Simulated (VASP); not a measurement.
# SiNi: electric field gradients with LDA

SiNi:

```
Si Ni
1.0
     2.96483    0.00000    0.00000
     0.00000    3.20668    0.00000
     0.00000    0.00000    4.60186
Si Ni
2 2
Direct
  0.50000 0.50000 0.84230
  0.00000 0.00000 0.15770
  0.50000 0.50000 0.34422
  0.00000 0.00000 0.65578
```

```
Program                : VASP 6.6.1
Task                   : electric field gradients
Functional             : LDA
Potentials or basis    : VASP PAW LDA potentials, release 64 (Si, Ni)
Cutoff                 : 520 eV
k mesh                 : 11 × 10 × 7
Occupations            : fermi-dirac, width 0.05 eV
Spin                   : collinear spin, ferromagnetic start
Starting moments       : [0.0, 0.0, 1.5, 1.5] μB
Dipole correction      : no
Further INCAR settings : ALGO = Normal; EDIFF = 1e-08; NBANDS = 26
```

```
Pressure                                              : 2.4 GPa
Largest force                                         : 0.035 eV/Å
Band gap on the k mesh                                : zero (filled and empty bands overlap)
Net moment                                            : 0.00 μB per cell
Largest electric field gradient by atom               : Si -36.3; Ni -22.2 V/Å²
Valence electrons inside the program's atomic spheres : Si 1.65; Ni 9.69
```

Forces on the atoms (eV/Å):
```
Si   0.000  0.000 -0.035
Si   0.000  0.000  0.035
Ni   0.000  0.000 -0.013
Ni   0.000  0.000  0.013
```

Stress tensor (GPa, compression positive):
```
1.32 0.00 0.00
0.00 1.85 0.00
0.00 0.00 4.18
```

Levels at points of the mesh, in eV from the Fermi level:
Spin up:
| k point | band 11 | band 12 | band 13 | band 14 | band 15 | band 16 | band 17 | band 18 |
| --- | --- | --- | --- | --- | --- | --- | --- | --- |
| (0.00, 0.00, 0.00) | -2.52 | -2.15 | -2.10 | -1.12 | 0.81 | 3.25 | 5.32 | 5.65 |
| (0.00, 0.50, 0.00) | -2.42 | -2.42 | -2.21 | -2.21 | 1.39 | 1.39 | 4.81 | 4.81 |
Spin down:
```csv
k point,band 12,band 13,band 14,band 15,band 16,band 17
"(0.00, 0.00, 0.00)",-2.15,-2.10,-1.12,0.81,3.25,5.32
"(0.00, 0.50, 0.00)",-2.42,-2.21,-2.21,1.39,1.39,4.81
```

Electric field gradients, principal values (V/Å²):
```tsv
atom	least	middle	greatest (by size)
1 Si	9.539	26.789	-36.328
2 Si	9.539	26.789	-36.328
3 Ni	10.508	11.705	-22.213
4 Ni	10.508	11.705	-22.213
```

Run time: 4.5 min on 1 thread of Intel(R) Xeon(R) Platinum 8259CL CPU @ 2.50GHz (Skylake/Cascade Lake), on a shared host, peak memory 0.32 GiB.

Caveat: without QUAD_EFG the Cq values of the log hold for a quadrupole moment of 1 mb, not for the nuclei.
